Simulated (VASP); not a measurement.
Crystal: CuO.

```xyz
4
Lattice="3.1965 0.0000 0.0000 0.0000 3.1965 0.0000 0.0000 0.0000 4.6803" Properties=species:S:1:pos:R:3 pbc="T T T"
Cu    0.0000    0.0000    0.0000
Cu    1.5983    1.5983    0.0000
O     1.5983    0.0000    1.2496
O     0.0000    1.5983    3.4307
```

Base run:

- Program: VASP 6.6.1
- Functional: PBE
- Potentials or basis: VASP PAW PBE potentials, release 64 (Cu, O)
- Cutoff: 520 eV
- k mesh: 8 × 8 × 6
- Occupations: fermi-dirac, width 0.05 eV
- Spin: no spin polarisation

Its results: band gap on the k mesh zero (band 17 reaches 3.31 eV, above the bottom of band 18 at 2.47 eV); pressure 13.9 GPa; largest force 1.052 eV/Å.

The run is repeated on the same cell with these changes: functional from PBE to PBEsol; further incar settings from ALGO = Normal; EDIFF = 1e-06; NBANDS = 25 to ALGO = Normal; EDIFF = 1e-07; NBANDS = 25. What comes out?

Band gap on the k mesh zero (band 17 reaches 3.18 eV, above the bottom of band 18 at 2.35 eV); pressure 7.3 GPa; largest force 1.465 eV/Å.

Caveats: semilocal functionals often make such compounds metallic where correlation or magnetic order opens a gap, which also shifts bond lengths; forces of over 1 eV/Å act on the atoms, so gaps and moduli don't describe the material at rest (some runs); the PAW data sets were made with another functional, which shifts forces and pressure a little (some runs).
